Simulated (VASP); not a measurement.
# InSe (P6_3/mmc) in VASP: a series of runs, part 2 of 2

VASP 6.6.1.

## Step 3: Single point, PBE

This run uses another cell than the first one, of 30.06 Å³/atom.

Input file INCAR:

```
SYSTEM = InSe
PREC = Accurate ; ENCUT = 520
EDIFF = 1E-7 ; ISMEAR = -1
SIGMA = 0.02 ; LREAL = .FALSE.
LASPH = .TRUE. ; NELM = 80
ALGO = Normal ; ISIF = 2
LWAVE = .FALSE. ; LCHARG = .TRUE.
GGA = PE ; LELF = .TRUE.
LVHAR = .TRUE. ; NBANDS = 48
```

Input file KPOINTS:

```
Automatic mesh
0
G
  9 9 3
  0 0 0
```

Input file POSCAR:

```
InSe
1.0
    4.0500000000      0.0000000000      0.0000000000
   -2.0250000000      3.5074028853      0.0000000000
    0.0000000000      0.0000000000     16.9300000000
In Se
4 4
Direct
    0.6666666667      0.3333333333      0.8430000000
    0.3333333333      0.6666666667      0.3430000000
    0.6666666667      0.3333333333      0.6570000000
    0.3333333333      0.6666666667      0.1570000000
    0.6666666667      0.3333333333      0.3980000000
    0.3333333333      0.6666666667      0.8980000000
    0.6666666667      0.3333333333      0.1020000000
    0.3333333333      0.6666666667      0.6020000000
```

Potentials or basis: VASP PAW PBE potentials, release 64 (In_d, Se).

Run with:

```
$ cat potpaw_PBE.64/In_d/POTCAR potpaw_PBE.64/Se/POTCAR > POTCAR
$ mpirun -np 1 vasp_std > vasp.out
```

OUTCAR:

```text
SYSTEM = InSe
   PREC = Accurate
   ENCUT = 520
   EDIFF = 1E-7
   ISMEAR = -1
   LREAL = .FALSE.
   LASPH = .TRUE.
   NELM = 80
   ISIF = 2
   GGA = PE

 ion  position               nearest neighbor table
   1  0.667  0.333  0.843-   6 2.52   6 2.52   6 2.52   3 3.15
   2  0.333  0.667  0.343-   5 2.52   5 2.52   5 2.52   4 3.15
   3  0.667  0.333  0.657-   8 2.52   8 2.52   8 2.52   1 3.15
   4  0.333  0.667  0.157-   7 2.52   7 2.52   7 2.52   2 3.15
   5  0.667  0.333  0.398-   2 2.52   2 2.52   2 2.52
   6  0.333  0.667  0.898-   1 2.52   1 2.52   1 2.52
   7  0.667  0.333  0.102-   4 2.52   4 2.52   4 2.52
   8  0.333  0.667  0.602-   3 2.52   3 2.52   3 2.52

  LATTYP: Found a hexagonal cell.
 ALAT       =     4.0500000000
 C/A-ratio  =     4.1802469136

  Lattice vectors:

 A1 = (   4.0500000000,   0.0000000000,   0.0000000000)
 A2 = (  -2.0250000000,   3.5074028853,   0.0000000000)
 A3 = (   0.0000000000,   0.0000000000,  16.9300000000)

Analysis of symmetry for initial positions (statically):
=====================================================================
 Subroutine PRICEL returns:
 Original cell was already a primitive cell.

 Routine SETGRP: Setting up the symmetry group for a
 hexagonal supercell.

 Subroutine GETGRP returns: Found 24 space group operations
 (whereof 12 operations were pure point group operations)
 out of a pool of 24 trial point group operations.

The static configuration has the point symmetry D_3d.
 The point group associated with its full space group is D_6h.

Analysis of symmetry for dynamics (positions and initial velocities):
=====================================================================
 Subroutine PRICEL returns:
 Original cell was already a primitive cell.

 Routine SETGRP: Setting up the symmetry group for a
 hexagonal supercell.

 Subroutine GETGRP returns: Found 24 space group operations
 (whereof 12 operations were pure point group operations)
 out of a pool of 24 trial point group operations.

The dynamic configuration has the point symmetry D_3d.
 The point group associated with its full space group is D_6h.

 Subroutine INISYM returns: Found 24 space group operations
 (whereof 12 operations are pure point group operations),
 and found     1 'primitive' translations

----------------------------------------------------------------------------------------

                                     Primitive cell

  volume of cell :     240.4903

  direct lattice vectors                    reciprocal lattice vectors
     4.050000000  0.000000000  0.000000000     0.246913580  0.142555622  0.000000000
    -2.025000000  3.507402885  0.000000000     0.000000000  0.285111244  0.000000000
     0.000000000  0.000000000 16.930000000     0.000000000  0.000000000  0.059066745

  length of vectors
     4.050000000  4.050000000 16.930000000     0.285111244  0.285111244  0.059066745

  position of ions in fractional coordinates (direct lattice)
     0.666666667  0.333333333  0.843000000
     0.333333333  0.666666667  0.343000000
     0.666666667  0.333333333  0.657000000
     0.333333333  0.666666667  0.157000000
     0.666666667  0.333333333  0.398000000
     0.333333333  0.666666667  0.898000000
[... 44 lines left out ...]
  0.222222  0.000000  0.000000      6.000000
  0.333333  0.000000  0.000000      6.000000
  0.444444  0.000000  0.000000      6.000000
  0.111111  0.111111  0.000000      6.000000
[... 16 lines left out ...]
  0.333333  0.222222  0.333333     24.000000
  0.333333  0.333333  0.333333      4.000000
   k-points           NKPTS =     24   k-points in BZ     NKDIM =     24   number of bands    NBANDS=     48
   number of dos      NEDOS =    301   number of ions     NIONS =      8
   total plane-waves  NPLWV = 113400
   dimension x,y,z NGX =    30 NGY =   30 NGZ =  126
   dimension x,y,z NGXF=    60 NGYF=   60 NGZF=  252
   ions per type =               4   4
   NGX,Y,Z   is equivalent  to a cutoff of  12.31, 12.31, 12.37 a.u.
   NGXF,Y,Z  is equivalent  to a cutoff of  24.63, 24.63, 24.75 a.u.
 SYSTEM =  InSe
   PREC   = accura    normal or accurate (medium, high low for compatibility)
   ISTART =      0    job   : 0-new  1-cont  2-samecut
   ICHARG =      2    charge: 1-file 2-atom 10-const
   ISPIN  =      1    spin polarized calculation?
   LNONCOLLINEAR =      F non collinear calculations
   LSORBIT =      F    spin-orbit coupling
   LASPH  =      T    aspherical Exc in radial PAW
   ENCUT  =  520.0 eV  38.22 Ry    6.18 a.u.   7.53  7.53 31.48*2*pi/ulx,y,z
   NELM   =     80;   NELMIN=  2; NELMDL= -5     # of ELM steps
   EDIFF  = 0.1E-06   stopping-criterion for ELM
   LREAL  =      F    real-space projection
   EDIFFG = 0.1E-05   stopping-criterion for IOM
   NSW    =      0    number of steps for IOM
   IBRION =     -1    ionic relax: 0-MD 1-quasi-New 2-CG
   NFREE  =      0    steps in history (QN), initial steepest desc. (CG)
   ISIF   =      2    stress and relaxation
   ISYM   =      2    0-nonsym 1-usesym 2-fastsym
   POTIM  = 0.5000    time-step for ionic-motion
   TEBEG  =    0.0;   TEEND  =   0.0 temperature during run
   PSTRESS=    0.0 pullay stress
   NELECT =      76.0000    total number of electrons
   NUPDOWN=      -1.0000    fix difference up-down
   EMIN   =  10.00;   EMAX   =-10.00  energy-range for DOS
   EFERMI =   0.00;   METHOD = LEGACY
   ISMEAR =    -1;   SIGMA  =   0.02  broadening in eV -4-tet -1-fermi 0-gaus
   EFERMI_NEDOS =   21; number of points for ismear=-14 and -15
   IALGO  =     38    algorithm
   IMIX   =      4    mixing-type and parameters
     AMIX     =   0.40;   BMIX     =  1.00
     AMIX_MAG =   1.60;   BMIX_MAG =  1.00
  volume/ion in A,a.u.               =      30.06       202.86
  Fermi-wavevector in a.u.,A,eV,Ry     =   1.115099  2.107232 16.918111  1.243446
  Thomas-Fermi vector in A             =   2.251701
   LORBIT       =      0    0 simple, 1 ext, 2 COOP (PROOUT), +10 PAW based schemes
   GGA     = PE    functional components
   LHFCALC =     F    Hartree Fock is set to
   AEXX    =    0.0000 exact exchange contribution
   IVDW    =     0    specifies the selected vdW correction
   LEPSILON=     F    determine dielectric tensor
   LRPA    =     F    only Hartree local field effects (RPA)
 non-spin polarized calculation
  energy-cutoff  :      520.00
  volume of cell :      240.49
 maximum number of plane-waves:      6525
 NGX is ok and might be reduce to    30
   NGX = 15   NGY = 15   NGZ = 63

 number of electron      76.0000004 magnetization

 Free energy of the ion-electron system (eV)
  ---------------------------------------------------
  ext. energy  EPLUGINS =         0.00000000
  ---------------------------------------------------
  free energy    TOTEN  =       -26.50590854 eV

  energy without entropy =      -26.50545212  energy(sigma->0) =      -26.50568033

 E-fermi :   4.3289     XC(G=0):  -8.6738

 val. band max:        4.2967059219   @ k =   0.1111   0.0000   0.0000
 cond. band min:       4.4509890738   @ k =   0.0000   0.0000   0.3333
 fundamental gap:      0.1542831519
 Fermi energy:         4.3289150532

 k-point     1 :       0.0000    0.0000    0.0000
  band No.  band energies     occupation
      1     -11.0007      2.00000
      2     -10.9896      2.00000
      3     -10.9008      2.00000
      4     -10.8833      2.00000
      5     -10.8039      2.00000
      6     -10.8039      2.00000
[... 1213 lines left out ...]
     47       9.2474      0.00000
     48       9.2474      0.00000

------------------------ aborting loop because EDIFF is reached ----------------------------------------

  FORCE on cell =-STRESS in cart. coord.  units (eV):
  Direction    XX          YY          ZZ          XY          YZ          ZX
  --------------------------------------------------------------------------------------
  -------------------------------------------------------------------------------------
  Total       15.8027817     15.8027817      2.7953750      0.0000000     -0.0000000      0.0000000
  in kB      105.2801478    105.2801478     18.6231453      0.0000000     -0.0000000      0.0000000
  external PRESSURE =      76.3944803 kB  Pullay stress =       0.0000000 kB

 VOLUME and BASIS-vectors are now :
 -----------------------------------------------------------------------------
  energy-cutoff  :      520.00
  volume of cell :      240.49
      direct lattice vectors                 reciprocal lattice vectors
     4.050000000  0.000000000  0.000000000     0.246913580  0.142555622  0.000000000
    -2.025000000  3.507402885  0.000000000     0.000000000  0.285111244  0.000000000
     0.000000000  0.000000000 16.930000000     0.000000000  0.000000000  0.059066745

 POSITION                                       TOTAL-FORCE (eV/Angst)
 -----------------------------------------------------------------------------------
      2.02500      1.16913     14.27199         0.000000      0.000000     -2.897393
     -0.00000      2.33827      5.80699         0.000000     -0.000000     -2.897393
      2.02500      1.16913     11.12301         0.000000      0.000000      2.897393
     -0.00000      2.33827      2.65801         0.000000     -0.000000      2.897393
      2.02500      1.16913      6.73814        -0.000000     -0.000000      2.026266
     -0.00000      2.33827     15.20314         0.000000      0.000000      2.026266
      2.02500      1.16913      1.72686        -0.000000     -0.000000     -2.026266
     -0.00000      2.33827     10.19186         0.000000      0.000000     -2.026266
 -----------------------------------------------------------------------------------
    total drift:                               -0.000000     -0.000000      0.000000

  FREE ENERGIE OF THE ION-ELECTRON SYSTEM (eV)
  ---------------------------------------------------
  free  energy   TOTEN  =       -26.5059085421 eV

  energy  without entropy=      -26.5054521191  energy(sigma->0) =      -26.50568033
```

It took 5.3 min on 1 thread of Oxide Virtual Turin-like, shared host; peak memory 0.42 GiB.

What came out:

- Free energy: -26.5059 eV
- Pressure: 7.6 GPa
- Largest force: 2.897 eV/Å
- Band gap on the k mesh: zero (bands 38 and 39 overlap by 0.08 eV)

Forces on the atoms (eV/Å):
```
In   0.000  0.000 -2.897
In   0.000  0.000 -2.897
In   0.000  0.000  2.897
In   0.000  0.000  2.897
Se   0.000  0.000  2.026
Se   0.000  0.000  2.026
Se   0.000  0.000 -2.026
Se   0.000  0.000 -2.026
```

Stress tensor (GPa, compression positive):
```
10.53  0.00  0.00
 0.00 10.53  0.00
 0.00  0.00  1.86
```

Caveat: the stress differs along the axes, from 2 to 11 GPa; spin-orbit coupling is left out, which moves the levels of the heavy elements; forces of over 1 eV/Å act on the atoms, so gaps and moduli don't describe the material at rest.

## Step 4: Single point, PBE

This run uses another cell than the first one, of 30.96 Å³/atom.

Input file INCAR:

```
PREC = Accurate
ENCUT = 520
EDIFF = 1E-6
ISMEAR = -1
SIGMA = 0.02
LREAL = False
LASPH = True
NELM = 60
ALGO = Normal
ISIF = 2
LWAVE = False
LCHARG = False
GGA = PE
NBANDS = 48
```

Input file KPOINTS:

```
regular mesh
0
Gamma
  9 9 3
```

POSCAR: that of step 3 with these lines changed.

```diff
@@ -2,5 +2,5 @@
 1.0
-    4.0500000000      0.0000000000      0.0000000000
-   -2.0250000000      3.5074028853      0.0000000000
-    0.0000000000      0.0000000000     16.9300000000
+    4.0901016179      0.0000000000      0.0000000000
+   -2.0450508090      3.5421319051      0.0000000000
+    0.0000000000      0.0000000000     17.0976346645
 In Se
```

Run with:

```
$ cat potpaw_PBE.64/In_d/POTCAR potpaw_PBE.64/Se/POTCAR > POTCAR
$ mpirun -np 1 vasp_std > vasp.out
```

Run time: 5.1 min. Hardware: 1 thread of Oxide Virtual Turin-like, shared host; peak memory 0.43 GiB.

Results (log left out):

```yaml
Free_energy: -26.8082 eV
Pressure: 5.8 GPa
Largest_force: 2.658 eV/Å
Band_gap_on_the_k_mesh: zero (bands 38 and 39 overlap by 0.09 eV)
```

Forces in eV/Å, atoms in the order of the input:
```
In   0.000  0.000 -2.658
In   0.000  0.000 -2.658
In   0.000  0.000  2.658
In   0.000  0.000  2.658
Se   0.000  0.000  1.759
Se   0.000  0.000  1.759
Se   0.000  0.000 -1.759
Se   0.000  0.000 -1.759
```

Stress tensor (GPa, compression positive):
```
8.23 0.00 0.00
0.00 8.23 0.00
0.00 0.00 0.90
```

Levels at points of the mesh, in eV from the Fermi level:
```
           k point  band 34  band 35  band 36  band 37  band 38  band 39  band 40  band 41  band 42  band 43
(0.00, 0.00, 0.00)    -2.22    -2.16    -2.16    -1.37    -0.49    -0.12     0.31     1.18     1.51     3.74
```

Caveat: the stress differs along the axes, from 1 to 8 GPa; spin-orbit coupling is left out, which moves the levels of the heavy elements; forces of over 1 eV/Å act on the atoms, so gaps and moduli don't describe the material at rest.

## Step 5: Summary

| cell | gap on the mesh (eV) | pressure (GPa) | largest force (eV/Å) |
| --- | --- | --- | --- |
| a = 4.009, b = 4.009, c = 16.759 Å, angles 90.0, 90.0, 120.0°, 8 atoms | none | 9.8 | 3.15 |
| a = 4.050, b = 4.050, c = 16.930 Å, angles 90.0, 90.0, 120.0°, 8 atoms | none | 7.6 | 2.90 |
| a = 4.090, b = 4.090, c = 17.098 Å, angles 90.0, 90.0, 120.0°, 8 atoms | none | 5.8 | 2.66 |

Alike in all rows: task single point; level PBE; potentials or basis VASP PAW PBE potentials, release 64 (In_d, Se); no spin polarisation; k mesh 9 × 9 × 3; cutoff (eV) 520; smearing fermi-dirac 0.02 eV.

Caveats: spin-orbit coupling is left out, which moves the levels of the heavy elements; forces of over 1 eV/Å act on the atoms, so gaps and moduli don't describe the material at rest; the stress differs along the axes, from 3 to 13 GPa (at least some runs); the stress differs along the axes, from 2 to 11 GPa (at least some runs); the stress differs along the axes, from 1 to 8 GPa (at least some runs).

Total energies depend on the potentials used, so only differences within one code and one set of settings carry meaning.

The gap in the log of VASP goes by the Fermi energy; the results here count the filled bands.